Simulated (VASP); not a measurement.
Write the native input for VASP 6.6.1 that does the following.

```
Task                   : single point
Functional             : PBE
Potentials or basis    : VASP PAW PBE potentials, release 64 (H, C, N)
Cutoff                 : 520 eV
k mesh                 : 2 × 2 × 1
Occupations            : fermi-dirac, width 0.05 eV
Spin                   : no spin polarisation
Dipole correction      : no
Further INCAR settings : LREAL = Auto; ALGO = Normal; EDIFF = 1e-06; NBANDS = 110
```

The structure of H11C36N lies in POSCAR:

```
H11C36N
1.0
    7.5731140000      0.0000000000      0.0000000000
    3.7865570000      6.5585090000      0.0000000000
    0.0000000000      0.0000000000     16.6764260000
H C N
11 36 1
Direct
    0.1111111721      0.1111110772      0.0599648870
    0.4444444614      0.1111110772      0.0599648870
    0.7777777507      0.1111110772      0.0599648870
    0.1111110586      0.4444444614      0.0599648870
    0.4444443479      0.4444444614      0.0599648870
    0.7777777693      0.4444444614      0.0599648870
    0.1111110772      0.7777778455      0.0599648870
    0.4444443665      0.7777778455      0.0599648870
    0.7777777879      0.7777778455      0.0599648870
    0.5359086799      0.7503165735      0.3934927664
    0.7600885225      0.5339298917      0.3927936957
    0.1111111721      0.1111110772      0.1259263226
    0.4444444614      0.1111110772      0.1259263226
    0.7777777507      0.1111110772      0.1259263226
    0.1111110586      0.4444444614      0.1259263226
    0.4444443479      0.4444444614      0.1259263226
    0.7777777693      0.4444444614      0.1259263226
    0.1111110772      0.7777778455      0.1259263226
    0.4444443665      0.7777778455      0.1259263226
    0.7777777879      0.7777778455      0.1259263226
   -0.1111110772      0.2222221545      0.1568253294
    0.2222222121      0.2222221545      0.1568253294
    0.5555556335      0.2222221545      0.1568253294
   -0.1111110586      0.5555555386      0.1568253294
    0.2222222307      0.5555555386      0.1568253294
    0.5555556521      0.5555555386      0.1568253294
   -0.1111111721      0.8888889228      0.1568253294
    0.2222222493      0.8888889228      0.1568253294
    0.5555555386      0.8888889228      0.1568253294
   -0.1096290455      0.2223392542      0.2607446584
    0.2226440300      0.2226292592      0.2578950670
    0.5570008755      0.2228184790      0.2563205689
   -0.1085843873      0.5552120154      0.2511225727
    0.2230151854      0.5568247295      0.2566051623
    0.5557537941      0.5555781047      0.2519094919
   -0.1097861352      0.8899865808      0.2599450866
    0.2224812098      0.8901029182      0.2606858928
    0.5554143503      0.8911828893      0.2512053242
    0.0010922828      0.0008575120      0.2788671865
    0.3343973547      0.0008716920      0.2741824897
    0.6675856857      0.0009875720      0.2724594586
    0.0010231826      0.3343494688      0.2744950267
    0.3342269100      0.3341004792      0.2714173888
    0.6674525265      0.3342363333      0.2729991426
    0.0012427781      0.6673548820      0.2724718714
    0.3344796361      0.6671819769      0.2732721028
    0.6687457208      0.6683584638      0.2825856092
    0.6794451608      0.6779531750      0.3693614567
```

One way to write it, as run:

INCAR

```
  PREC = Accurate
  ENCUT = 520
  EDIFF = 1E-6
  ISMEAR = -1
  SIGMA = 0.05
  LREAL = Auto
  LASPH = T
  NELM = 100
  ALGO = Normal
  ISIF = 2
  LWAVE = F
  LCHARG = F
  GGA = PE
  NBANDS = 110
```

KPOINTS

```
Automatic mesh
0
Gamma
  2 2 1
```

Potentials or basis: VASP PAW PBE potentials, release 64 (H, C, N).

Run with:

```bash
$ cat potpaw_PBE.64/H/POTCAR potpaw_PBE.64/C/POTCAR potpaw_PBE.64/N/POTCAR > POTCAR
$ mpirun -np 1 vasp_std > vasp.out
```

Results of the run:

```json
{"Largest force": "2.267 eV/Å", "Band gap on the k mesh": "zero (filled and empty bands overlap)"}
```

Caveat: the k points lie up to 0.48 Å⁻¹ apart; there is no dipole correction, which matters where the two faces differ.

It took 19 min on 1 thread of Intel(R) Xeon(R) Platinum 8488C (Sapphire Rapids) (shared host), peak memory 0.89 GiB.
